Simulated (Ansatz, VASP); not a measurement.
# Two plane-wave programs on Si

```
CELL_PARAMETERS angstrom
2.66295 0.00000 0.00000
-1.33147 2.30618 0.00000
0.00000 0.00000 4.55104
ATOMIC_POSITIONS crystal
Si 0.33333 0.66667 0.25000
Si 0.66667 0.33333 0.75000
```

Alike in both runs: functional PBEsol; k mesh 18 × 18 × 10; occupations gaussian, width 0.1 eV; no spin polarisation.

Ansatz relaxed the structure, and its values are those at the end. VASP's run is a single point on that final structure, the one shown.

```csv
,VASP,Ansatz
version,VASP 6.6.1,Ansatz 0.2.0
potentials or method,"VASP PAW PBE potentials, release 64 (Si), cutoff 500 eV","scalar-relativistic, plane waves, PAW"
valence electrons in the cell,8,8
```

VASP gave:

| Property | Result |
| --- | --- |
| gap on the k mesh at the Fermi level (eV) | none |
| pressure (GPa) | 0.1 |

Q: What did Ansatz give for the same quantities?

A: gap on the k mesh at the Fermi level (eV): none; pressure (GPa): 0.0.

VASP's potentials were made for PBE, not for PBEsol. A gap of «none» marks a metal or a gap that the smearing closes.
